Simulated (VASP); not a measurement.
A run of VASP 6.6.1 is set up as follows.

File INCAR:

```
ALGO = Normal ; EDIFF = 1E-6
ENCUT = 520 ; GGA = PS
ISIF = 2 ; ISMEAR = -1
LASPH = True ; LCHARG = True
LELF = True ; LREAL = False
LVHAR = True ; LWAVE = False
NBANDS = 18 ; NELM = 80
PREC = Accurate ; SIGMA = 0.05
```

The input KPOINTS:

```
k-points
0
Gamma
  12 12 12
```

Contents of POSCAR:

```
Si2Mo
1.0
   -1.5949857984      1.5949857984      3.9109807023
    1.5949857984     -1.5949857984      3.9109807023
    1.5949857984      1.5949857984     -3.9109807023
Mo Si
1 2
Direct
    0.0000000000      0.0000000000      0.0000000000
    0.6649529396      0.6649529396      0.0000000000
    0.3350470604      0.3350470604      0.0000000000
```

Potentials or basis: VASP PAW PBE potentials, release 64 (Mo_sv, Si).

The run is started by

```sh
$ cat potpaw_PBE.64/Mo_sv/POTCAR potpaw_PBE.64/Si/POTCAR > POTCAR
$ mpirun -np 1 vasp_std > vasp.out
```

**Question.** Predict the largest force.

**Answer.** 0.004 eV/Å.

**Question.** What does it give for the pressure?

**Answer.** 0.4 GPa.

Forces in eV/Å, atoms in the order of the input:
```
Mo   0.000  0.000  0.000
Si   0.000  0.000  0.004
Si   0.000  0.000 -0.004
```

Caveat: the PAW data sets were made with another functional, which shifts forces and pressure a little.
